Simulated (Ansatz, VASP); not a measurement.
# One calculation of CdSe, two programs

```
Cd Se
1.0
     4.30000    0.00000    0.00000
    -2.15000    3.72391    0.00000
     0.00000    0.00000    7.02000
Cd Se
2 2
Direct
  0.66667 0.33333 0.50000
  0.33333 0.66667 0.00000
  0.66667 0.33333 0.88500
  0.33333 0.66667 0.38500
```

Alike in both runs: task single point; functional PBE; k mesh 7 × 7 × 4; occupations gaussian, width 0.028 eV; no spin polarisation.

|  | VASP | Ansatz |
| --- | --- | --- |
| version | VASP 6.6.1 | Ansatz 0.2.0 |
| potentials or method | VASP PAW PBE potentials, release 64 (Cd, Se) | Ansatz PAW |
| plane-wave cutoff (eV) | 520 | 420 |
| valence electrons in the cell | 36 | 72 |

Ansatz gave:

| Quantity | Value |
| --- | --- |
| gap on the k mesh at the Fermi level (eV) | 0.70 |
| least direct gap on the mesh (eV) | 0.70 |
| pressure (GPa) | 3.0 |
| traceless stress, the component that is largest in VASP (GPa) | -1.35 |
| rms of the force components (eV/Å) | 0.163 |

Q: What did VASP give for the same quantities?

A: gap on the k mesh at the Fermi level (eV): 0.70; least direct gap on the mesh (eV): 0.70; pressure (GPa): 3.3; traceless stress, the component that is largest in VASP (GPa): -1.40; rms of the force components (eV/Å): 0.168.

Atom by atom the forces differ by 0.006 eV/Å (rms over components). VASP's potentials hold 36 valence electrons a cell and Ansatz's 72, so a difference there can come from the potentials and not from the codes.

Noted on Ansatz's run: odd divisions of the mesh miss points on the zone boundary, where band edges often lie, so the gap on the mesh can be too wide.
